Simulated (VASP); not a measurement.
# Y (P6_3/mmc) in VASP: a series of runs, part 2 of 2

VASP 6.6.1.

### Step 5. Single point, PBEsol (strain +0.040 along x and y, +0.040 along z)

File INCAR:

```
SYSTEM = Y
PREC = Accurate
ENCUT = 520
EDIFF = 1E-6
ISMEAR = 0
SIGMA = 0.15
LREAL = .False.
LASPH = .True.
NELM = 80
ALGO = Fast
ISIF = 2
LWAVE = .False.
LCHARG = .False.
GGA = PS
NBANDS = 18
```

File KPOINTS:

```
regular mesh
0
Gamma
  15 15 8
  0 0 0
```

File POSCAR:

```
Y
1.0
    3.7975592066      0.0000000000      0.0000000000
   -1.8987796033      3.2887827453      0.0000000000
    0.0000000000      0.0000000000      5.9772960000
Y
2
Direct
    0.3333333333      0.6666666667      0.2500000000
    0.6666666667      0.3333333333      0.7500000000
```

Launch:

```
$ cat potpaw_PBE.64/Y_sv/POTCAR > POTCAR
$ mpirun -np 1 vasp_std > vasp.out
```

Run time: 2.5 min. Hardware: 1 thread of Intel Xeon Platinum 8559C (Emerald Rapids), shared host; peak memory 0.31 GiB.

The run converged. Its results:

```yaml
Free_energy: -13.4131 eV
Pressure: -5.7 GPa
Band_gap_on_the_k_mesh: zero (bands 11 and 12 overlap by 1.33 eV)
```

Stress tensor (GPa, compression positive):
```
-5.55  0.00  0.00
 0.00 -5.55  0.00
 0.00  0.00 -6.10
```

Levels at points of the mesh, in eV from the Fermi level:
```tsv
k point	band 9	band 10	band 11	band 12	band 13	band 14
(0.00, 0.00, 0.00)	-4.48	-1.70	0.56	1.62	1.62	1.85
(0.00, 0.00, 0.50)	-3.20	-3.20	0.88	0.88	1.55	1.55
```

Caveat: the cell differs from its parent crystal (strain +0.040 along x and y, +0.040 along z); the cell stands under tension; the PAW data sets were made with another functional, which shifts forces and pressure a little.

### Step 6. Single point, PBEsol (strain +0.080 along x and y, +0.000 along z)

File INCAR:

```
ALGO     = Fast           # electronic algorithm
EDIFF    = 1E-7           # SCF threshold, eV
ENCUT    = 520            # plane-wave cutoff, eV
GGA      = PS             # functional
ISIF     = 2              # what is computed and relaxed
ISMEAR   = 0              # smearing method
LASPH    = T              # aspherical terms in the spheres
LCHARG   = T              # write CHGCAR
LELF     = T              # ELF
LREAL    = F              # projectors in reciprocal space
LVHAR    = T            
LWAVE    = F              # write WAVECAR
NBANDS   = 18             # bands
NELM     = 60             # most SCF steps
PREC     = Accurate       # precision mode
SIGMA    = 0.15           # smearing width, eV
```

File KPOINTS:

```
k-points
0
Gamma
  15 15 8
```

File POSCAR:

```
Y
1.0
    3.9436191761      0.0000000000      0.0000000000
   -1.9718095880      3.4152743893      0.0000000000
    0.0000000000      0.0000000000      5.7474000000
Y
2
Direct
    0.3333333333      0.6666666667      0.2500000000
    0.6666666667      0.3333333333      0.7500000000
```

Potentials or basis: VASP PAW PBE potentials, release 64 (Y_sv).

Launch:

```
$ cat potpaw_PBE.64/Y_sv/POTCAR > POTCAR
$ mpirun -np 1 vasp_std > vasp.out
```

OUTCAR:

```text
EDIFF = 1E-7
   ENCUT = 520
   GGA = PS
   ISIF = 2
   ISMEAR = 0
   LASPH = T
   LREAL = F
   NELM = 60
   PREC = Accurate

 ion  position               nearest neighbor table
   1  0.333  0.667  0.250-   2 3.67   2 3.67   2 3.67   2 3.67   2 3.67   2 3.67
   2  0.667  0.333  0.750-   1 3.67   1 3.67   1 3.67   1 3.67   1 3.67   1 3.67

  LATTYP: Found a hexagonal cell.
 ALAT       =     3.9436191761
 C/A-ratio  =     1.4573922439

  Lattice vectors:

[... 693 lines left out ...]
 [... further k-points ...]

------------------------ aborting loop because EDIFF is reached ----------------------------------------

  FORCE on cell =-STRESS in cart. coord.  units (eV):
  Direction    XX          YY          ZZ          XY          YZ          ZX
  --------------------------------------------------------------------------------------
  -------------------------------------------------------------------------------------
  Total       -3.5617270     -3.5617270     -2.2161393     -0.0000000     -0.0000000     -0.0000000
  in kB      -73.7189627    -73.7189627    -45.8686164     -0.0000000     -0.0000000     -0.0000000
  external PRESSURE =     -64.4355139 kB  Pullay stress =       0.0000000 kB

 VOLUME and BASIS-vectors are now :
 -----------------------------------------------------------------------------
  energy-cutoff  :      520.00
  volume of cell :       77.41
      direct lattice vectors                 reciprocal lattice vectors
     3.943619176  0.000000000  0.000000000     0.253574180  0.146401121  0.000000000
    -1.971809588  3.415274389  0.000000000     0.000000000  0.292802243  0.000000000
     0.000000000  0.000000000  5.747400000     0.000000000  0.000000000  0.173991718

 POSITION                                       TOTAL-FORCE (eV/Angst)
 -----------------------------------------------------------------------------------
     -0.00000      2.27685      1.43685        -0.000000      0.000000      0.000000
      1.97181      1.13842      4.31055         0.000000     -0.000000      0.000000
 -----------------------------------------------------------------------------------
    total drift:                               -0.000000      0.000000     -0.000000

  FREE ENERGIE OF THE ION-ELECTRON SYSTEM (eV)
  ---------------------------------------------------
  free  energy   TOTEN  =       -13.2796429859 eV

  energy  without entropy=      -13.2305622360  energy(sigma->0) =      -13.25510261
```

OSZICAR:

```text
N       E                     dE             d eps       ncg     rms          rms(c)
DAV:   1     0.864864561227E+02    0.86486E+02   -0.11100E+04  4868   0.113E+03
DAV:   2    -0.619708190441E+01   -0.92684E+02   -0.91196E+02  6030   0.254E+02
DAV:   3    -0.136964521322E+02   -0.74994E+01   -0.74256E+01  8712   0.420E+01
[... 18 lines left out ...]
RMM:  22    -0.132796423568E+02   -0.41675E-06   -0.43704E-06  4863   0.320E-03    0.957E-03
RMM:  23    -0.132796426029E+02   -0.24612E-06   -0.26144E-06  4066   0.247E-03    0.991E-03
RMM:  24    -0.132796427923E+02   -0.18938E-06   -0.18891E-06  3940   0.203E-03    0.100E-02
RMM:  25    -0.132796428941E+02   -0.10178E-06   -0.11592E-06  3518   0.165E-03    0.107E-02
RMM:  26    -0.132796429859E+02   -0.91815E-07   -0.82079E-07  4062   0.153E-03
   1 F= -.13279643E+02 E0= -.13255103E+02  d E =-.490807E-01
```

stdout:

```text
POSCAR found type information on POSCAR Y
 POSCAR found :  1 types and       2 ions
 scaLAPACK will be used
[... 34 lines left out ...]
 num prob  num prob  num prob WARNING in EDDRMM: call to ZHEGV failed, returncode =   6  3      9
 num prob  num prob  num prob  num prob  num prob  num prob  num prob  num prob  num prob  num prob  num prob  num prob  num prob  num prob  num prob RMM:  25    -0.132796428941E+02   -0.10178E-06   -0.11592E-06  3518   0.165E-03    0.107E-02
 num prob  num prob  num prob  num prob  num prob  num prob  num prob  num prob  num prob  num prob  num prob  num prob  num prob  num prob  num prob  num prob  num prob  num prob  num prob  num prob  num prob  num prob  num prob  num prob  num prob  num prob  num prob  num prob  num prob  num prob  num prob  num prob  num prob  num prob  num prob  num prob  num prob RMM:  26    -0.132796429859E+02   -0.91815E-07   -0.82079E-07  4062   0.153E-03
```

Wall time 4 min (1 thread of Intel Xeon Platinum 8559C (Emerald Rapids), shared host); peak memory 0.34 GiB.

Results:

| Property | Result |
| --- | --- |
| Free energy | -13.2796 eV |
| Pressure | -6.4 GPa |
| Band gap on the k mesh | zero (bands 11 and 12 overlap by 1.62 eV) |

Levels at points of the mesh, in eV from the Fermi level:
```csv
k point,band 9,band 10,band 11,band 12,band 13,band 14
"(0.00, 0.00, 0.00)",-4.39,-1.49,0.94,1.49,1.49,2.09
"(0.00, 0.00, 0.50)",-3.00,-3.00,1.14,1.14,1.31,1.31
```

Caveat: the cell differs from its parent crystal (strain +0.080 along x and y, +0.000 along z); the cell stands under tension; the PAW data sets were made with another functional, which shifts forces and pressure a little.

### Step 7. The runs side by side

| cell | further INCAR settings | gap on the mesh (eV) | pressure (GPa) |
| --- | --- | --- | --- |
| a = 3.651, b = 3.651, c = 6.207 Å, angles 90.0, 90.0, 120.0°, 2 atoms | ALGO = Fast; EDIFF = 1e-06; NBANDS = 18 | none | -4.6 |
| a = 3.798, b = 3.798, c = 5.747 Å, angles 90.0, 90.0, 120.0°, 2 atoms | ALGO = Fast; EDIFF = 1e-07; NBANDS = 18 | none | -4.8 |
| a = 3.944, b = 3.944, c = 5.518 Å, angles 90.0, 90.0, 120.0°, 2 atoms | ALGO = Fast; EDIFF = 1e-06; NBANDS = 18 | none | -5.5 |
| a = 3.798, b = 3.798, c = 5.977 Å, angles 90.0, 90.0, 120.0°, 2 atoms | ALGO = Fast; EDIFF = 1e-06; NBANDS = 18 | none | -5.7 |
| a = 3.944, b = 3.944, c = 5.747 Å, angles 90.0, 90.0, 120.0°, 2 atoms | ALGO = Fast; EDIFF = 1e-07; NBANDS = 18 | none | -6.4 |

Alike in all rows: task single point; level PBEsol; potentials or basis VASP PAW PBE potentials, release 64 (Y_sv); no spin polarisation; k mesh 15 × 15 × 8; cutoff (eV) 520; smearing gaussian 0.15 eV.

Caveats: the cell stands under tension; the PAW data sets were made with another functional, which shifts forces and pressure a little.

Total energies depend on the potentials used, so only differences within one code and one set of settings carry meaning.
